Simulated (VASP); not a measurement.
A run of VASP 6.6.1:

INCAR

```
SYSTEM = MgO
PREC = Accurate
ENCUT = 600
EDIFF = 1E-6
ISMEAR = 0
SIGMA = 0.01
LREAL = .FALSE.
LASPH = .TRUE.
NELM = 120
ALGO = Normal
ISIF = 2
LWAVE = .FALSE.
LCHARG = .FALSE.
GGA = PE
NBANDS = 16
GGA_COMPAT = .FALSE.
```

KPOINTS

```
regular mesh
0
G
  6 6 6
  0 0 0
```

POSCAR

```
MgO
1.0
    3.4755871125      0.0000000000      0.0000000000
   -1.7377935563      3.0099467325      0.0000000000
    0.0000000000      0.0000000000      4.1898226437
Mg O
2 2
Direct
    0.6666666667      0.3333333333      0.7500000000
    0.3333333333      0.6666666667      0.2500000000
    0.6666666667      0.3333333333      0.2500000000
    0.3333333333      0.6666666667      0.7500000000
```

Potentials or basis: VASP PAW PBE potentials, release 64 (Mg, O).

Launch:

```bash
$ cat potpaw_PBE.64/Mg/POTCAR potpaw_PBE.64/O/POTCAR > POTCAR
$ mpirun -np 1 vasp_std > vasp.out
```

Hardware: 1 thread of Intel(R) Xeon(R) 6975P-C (Granite Rapids), with other jobs on the host.

Problem. Estimate the wall time of this run.

Solution. Wall time 9.4 s on 1 thread of Intel(R) Xeon(R) 6975P-C (Granite Rapids), with other jobs on the host, peak memory 0.18 GiB. Counts: scf iterations 13, k points 28.
